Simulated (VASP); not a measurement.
Set up this calculation in VASP 6.6.1, as the native input.

```
Task                   : single point
Functional             : PBE
Dispersion             : D3(BJ)
Potentials or basis    : VASP PAW PBE potentials, release 64 (C, O, H)
Cutoff                 : 520 eV
k mesh                 : 1 × 1 × 1
Occupations            : fermi-dirac, width 0.02 eV
Spin                   : no spin polarisation
Dipole correction      : no
Further INCAR settings : LREAL = Auto; ALGO = Normal; EDIFF = 1e-06; NBANDS = 64
```

The structure of H6C2O lies in POSCAR:

```
H6C2O
1.0
    7.2936330000      0.0000000000      0.0000000000
    0.0000000000      7.2936330000      0.0000000000
    0.0000000000      0.0000000000      7.2936330000
C O H
8 4 24
Direct
    0.2230986944      0.5326837805      0.3009062836
    0.0593394266      0.6499230219      0.2860714270
    0.5931474753      0.2955591541      0.6928508742
    0.7546307855      0.1790054421      0.7683962163
    0.3241594415      0.7069042273      0.8713901563
    0.1332669192      0.6718873845      0.7906622118
    0.5607767761     -0.0145332237      0.2326549746
    0.4150743532      0.1194466461      0.1724792021
   -0.1237106391      0.5789981481      0.2347801158
    0.7420581759     -0.0065536613      0.7098245826
    0.1193506720      0.4905922741      0.7344762206
    0.2330251604      0.0280518639      0.2015182283
   -0.1684208679      0.5489993807      0.3542130513
    0.0302866898      0.7332011358      0.4042566990
    0.0909971752      0.7525879078      0.1793207857
    0.3398306441      0.6209936804      0.3099552719
    0.2268691062      0.4348724429      0.4135387673
    0.2331485557      0.4546156902      0.1754681103
    0.7877007247     -0.0786576456      0.8173430168
    0.8838805024      0.2478325959      0.7411121453
    0.7434018136      0.1662134632      0.9204877734
    0.5871011059      0.4091925108      0.7879475153
    0.5936410565      0.3221028533      0.5381131735
    0.4474176312      0.2430613111      0.6955244389
    0.0042639930      0.4577142831      0.7910186871
    0.0284631815      0.6956067024      0.8975636696
    0.0987573682      0.7710286492      0.6760691140
    0.3276556416      0.8501387443      0.9262736417
    0.3537194701      0.5988510801      0.9671723269
    0.4316641652      0.6995690625      0.7693011151
    0.1402730299      0.1187336955      0.1871083999
    0.4069713955      0.2408676170      0.2642441702
    0.4349821276      0.1449072088      0.0374299063
    0.7009264107      0.0451215464      0.2349309322
    0.5267882275     -0.0738040974      0.3671284256
    0.5448039406     -0.1321426510      0.1331161028
```

These files were run (other wordings do the same):

INCAR

```
ALGO = Normal ; EDIFF = 1E-6
ENCUT = 520 ; GGA = PE
ISIF = 2 ; ISMEAR = -1
IVDW = 12 ; LASPH = T
LCHARG = F ; LREAL = Auto
LWAVE = F ; NBANDS = 64
NELM = 100 ; PREC = Accurate
SIGMA = 0.02
```

KPOINTS

```
k-points
0
Gamma
  1 1 1
```

Potentials or basis: VASP PAW PBE potentials, release 64 (C, O, H).

The run is started by

```console
$ cat potpaw_PBE.64/C/POTCAR potpaw_PBE.64/O/POTCAR potpaw_PBE.64/H/POTCAR > POTCAR
$ mpirun -np 1 vasp_gam > vasp.out
```

Results of the run:

The pressure is 1.0 GPa and the largest force is 4.692 eV/Å. The band gap on the k mesh is 4.76 eV. The dispersion energy per atom is -0.037 eV.

Caveat: the k points lie up to 0.86 Å⁻¹ apart.

Wall time 26 s on 1 thread of Intel(R) Xeon(R) 6975P-C (Granite Rapids), with other jobs on the host, peak memory 0.34 GiB.
